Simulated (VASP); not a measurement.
Runs of VASP 6.6.1 on SrCl2. The structure is that of space group Fm-3m (No. 225), or close to it. The cells are those of the table. 

```tsv
level	cell	k mesh	cutoff (eV)	grid for exact exchange (PRECFOCK)	share of exact exchange	screening parameter	gap on the mesh (eV)	pressure (GPa)
r2SCAN	a = 4.998 Å, angles 60.0°, 3 atoms	7 × 7 × 7	550	-	-	-	5.85	(a)
PBE-based screened hybrid with 20 % exact exchange	a = 4.933 Å, angles 60.0°, 3 atoms	4 × 4 × 4	400	Normal	0.2	0.2 1/Å	(b)	0.6
PBE-based screened hybrid with 25 % exact exchange	a = 4.933 Å, angles 60.0°, 3 atoms	4 × 4 × 4	400	Normal	0.25	0.2 1/Å	(c)	0.5
PBE-based screened hybrid with 30 % exact exchange	a = 4.933 Å, angles 60.0°, 3 atoms	4 × 4 × 4	400	Normal	0.3	0.2 1/Å	6.90	0.4
```

Alike in all rows: task single point; potentials or basis VASP PAW PBE potentials, release 64 (Sr_sv, Cl); no spin polarisation; smearing fermi-dirac 0.05 eV.

Problem. Estimate the missing entries.

Solution. (a) -1.0; (b) 6.37; (c) 6.64.

Caveats: the PAW data sets were made with another functional, which shifts forces and pressure a little; an odd mesh through Γ misses points on the zone boundary, where band edges can lie (at least some runs).

A k mesh can miss the band edges, and the runs leave out spin-orbit coupling on Sr.
